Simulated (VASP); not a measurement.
Wanted: the native input for a VASP 6.6.1 run.

* Task: single point
* Functional: PBE
* Potentials or basis: VASP PAW PBE potentials, release 64 (Ba_sv, Re)
* Cutoff: 520 eV
* k mesh: 8 × 8 × 8
* Occupations: gaussian, width 0.05 eV
* Spin: no spin polarisation
* Dipole correction: no
* Further INCAR settings: ALGO = Normal; EDIFF = 1e-06; NBANDS = 16

The structure of BaRe lies in POSCAR:

```
BaRe
1.0
    3.7723407956      0.0000000000      0.0000000000
    0.0000000000      3.7723407956      0.0000000000
    0.0000000000      0.0000000000      3.7723407956
Ba Re
1 1
Direct
    0.0000000000      0.0000000000      0.0000000000
    0.5000000000      0.5000000000      0.5000000000
```

This cell differs from its parent crystal: volume scaled by 1.040.

These files were run (other wordings do the same):

INCAR

```
SYSTEM = BaRe
  PREC = Accurate
  ENCUT = 520
  EDIFF = 1E-6
  ISMEAR = 0
  SIGMA = 0.05
  LREAL = .False.
  LASPH = .True.
  NELM = 100
  ALGO = Normal
  ISIF = 2
  LWAVE = .False.
  LCHARG = .True.
  GGA = PE
  LELF = .True.
  LVHAR = .True.
  NBANDS = 16
```

KPOINTS

```
Automatic mesh
0
Gamma
  8 8 8
  0 0 0
```

Potentials or basis: VASP PAW PBE potentials, release 64 (Ba_sv, Re).

The run is started by

```sh
$ cat potpaw_PBE.64/Ba_sv/POTCAR potpaw_PBE.64/Re/POTCAR > POTCAR
$ mpirun -np 1 vasp_std > vasp.out
```

Results of the run:

The pressure is -0.3 GPa.

Wall time 15 s on 1 thread of Intel(R) Xeon(R) Platinum 8488C (Sapphire Rapids) (shared host), peak memory 0.17 GiB.
